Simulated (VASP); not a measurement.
Wanted: the native input for a VASP 6.6.1 run.

```yaml
Task: single point
Functional: PBE
Potentials_or_basis: VASP PAW PBE potentials, release 64 (W_sv)
Cutoff: 520 eV
k_mesh: 19 × 19 × 19
Occupations: fermi-dirac, width 0.05 eV
Spin: no spin polarisation
Dipole_correction: no
Further_INCAR_settings: ALGO = Normal; EDIFF = 1e-07; NBANDS = 21
```

The structure of W lies in POSCAR:

```
W
1.0
   -2.1086117148      2.1086117148      1.1103853167
    2.1086117148     -2.1086117148      1.1103853167
    2.1086117148      2.1086117148     -1.1103853167
W
2
Direct
   -0.3750000000     -0.1250000000     -0.2500000000
    0.3750000000      0.1250000000      0.2500000000
```

One way to write it, as run:

INCAR

```
SYSTEM = W
  PREC = Accurate
  ENCUT = 520
  EDIFF = 1E-7
  ISMEAR = -1
  SIGMA = 0.05
  LREAL = .FALSE.
  LASPH = .TRUE.
  NELM = 80
  ALGO = Normal
  ISIF = 2
  LWAVE = .FALSE.
  LCHARG = .FALSE.
  GGA = PE
  NBANDS = 21
```

KPOINTS

```
Automatic mesh
0
G
  19 19 19
  0 0 0
```

Potentials or basis: VASP PAW PBE potentials, release 64 (W_sv).

Launch:

```console
$ cat potpaw_PBE.64/W_sv/POTCAR > POTCAR
$ mpirun -np 1 vasp_std > vasp.out
```

It gave:

The pressure is 450.8 GPa and the band gap on the k mesh is zero (bands 14 and 15 overlap by 6.45 eV).

Caveat: the cell stands under pressure; spin-orbit coupling is left out, which moves the levels of the heavy elements.

It took 2.9 min on 1 thread of Intel Xeon 8259CL, with other jobs on the host, peak memory 0.29 GiB.
